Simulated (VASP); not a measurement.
Set up this calculation in VASP 6.6.1, as the native input.

* Task: single point
* Functional: PBEsol
* Potentials or basis: VASP PAW PBE potentials, release 64 (Au)
* Cutoff: 520 eV
* k mesh: 26 × 26 × 26
* Occupations: gaussian, width 0.15 eV
* Spin: no spin polarisation
* Dipole correction: no
* Further INCAR settings: ALGO = Fast; EDIFF = 1e-06; NBANDS = 12

The structure of Au lies in POSCAR:

```
Au
1.0
    0.0000000000      2.0113053693      2.1031924167
    2.0113053693      0.0000000000      2.1031924167
    2.0113053693      2.0113053693      0.0000000000
Au
1
Direct
    0.0000000000      0.0000000000      0.0000000000
```

This cell differs from its parent crystal: strain -0.015 along x and y, +0.030 along z.

These files were run (other wordings do the same):

INCAR

```
SYSTEM = Au
ALGO = Fast
EDIFF = 1E-6
ENCUT = 520
GGA = PS
ISIF = 2
ISMEAR = 0
LASPH = .TRUE.
LCHARG = .FALSE.
LREAL = .FALSE.
LWAVE = .FALSE.
NBANDS = 12
NELM = 100
PREC = Accurate
SIGMA = 0.15
```

KPOINTS

```
k-points
0
G
  26 26 26
  0 0 0
```

Potentials or basis: VASP PAW PBE potentials, release 64 (Au).

Run with:

```console
$ cat potpaw_PBE.64/Au/POTCAR > POTCAR
$ mpirun -np 1 vasp_std > vasp.out
```

It gave:

The pressure is -0.2 GPa and the band gap on the k mesh is zero (an odd number of electrons rules out a gap without spin polarisation).

Caveat: the cell differs from its parent crystal (strain -0.015 along x and y, +0.030 along z); the PAW data sets were made with another functional, which shifts forces and pressure a little; spin-orbit coupling is left out, which moves the levels of the heavy elements.

Wall time 110 s on 1 thread of AMD EPYC 9R45 96-Core Processor (Zen 5), on a shared host, peak memory 0.34 GiB.
